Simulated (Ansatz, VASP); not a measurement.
Hg in VASP and in Ansatz

File INCAR:

```
PREC = Accurate
ENCUT = 520
EDIFF = 1E-7
ISMEAR = 0
SIGMA = 0.15
LREAL = False
LASPH = True
NELM = 100
ALGO = Fast
ISIF = 2
LWAVE = False
LCHARG = False
GGA = PS
IVDW = 12
NBANDS = 19
```

KPOINTS

```
Automatic mesh
0
Gamma
  18 18 10
```

The input POSCAR:

```
Hg
1.0
    2.9964000000      0.0000000000      0.0000000000
   -1.4982000000      2.5949585199      0.0000000000
    0.0000000000      0.0000000000      5.7834000000
Hg
2
Direct
    0.6666666667      0.3333333333      0.7500000000
    0.3333333333      0.6666666667      0.2500000000
```

Input for Ansatz:

```yaml
crystal:
  lattice:
    - [2.9964, 0.0, 0.0]
    - [-1.4982, 2.5949585199, 0.0]
    - [0.0, 0.0, 5.7834]
  atoms:
    - { symbol: Hg, position: [0.6666666667, 0.3333333333, 0.75] }
    - { symbol: Hg, position: [0.3333333333, 0.6666666667, 0.25] }
basis:
  ecutwfc: 420
kpoints:
  mp_grid: { grid: [18, 18, 10] }
hamiltonian:
  xc: pbesol
  dispersion: d3bj
scf:
  occupations: { method: gaussian, width: 0.15 }
output:
  forces: true
  stress: true
  eigenvalues: true
```

Alike in both runs: task single point; functional PBEsol; dispersion D3(BJ); k mesh 18 × 18 × 10; occupations gaussian, width 0.15 eV; no spin polarisation.

```csv
,VASP,Ansatz
version,VASP 6.6.1,Ansatz 0.2.0
potentials or method,"VASP PAW PBE potentials, release 64 (Hg), cutoff 520 eV","scalar-relativistic, plane waves, PAW"
valence electrons in the cell,24,40
```

Ansatz gave:

```
gap on the k mesh at the Fermi level (eV)                     : none
pressure (GPa)                                                : -1.2
traceless stress, the component that is largest in VASP (GPa) : -1.42
```

Q: Estimate VASP's values.

A: gap on the k mesh at the Fermi level (eV): none; pressure (GPa): -0.7; traceless stress, the component that is largest in VASP (GPa): -1.71.

VASP's potentials were made for PBE, not for PBEsol. A gap of «none» marks a metal or a gap that the smearing closes. VASP's potentials hold 24 valence electrons a cell and Ansatz's 40, so a difference there can come from the potentials and not from the codes.

Neither program's run includes spin-orbit coupling.
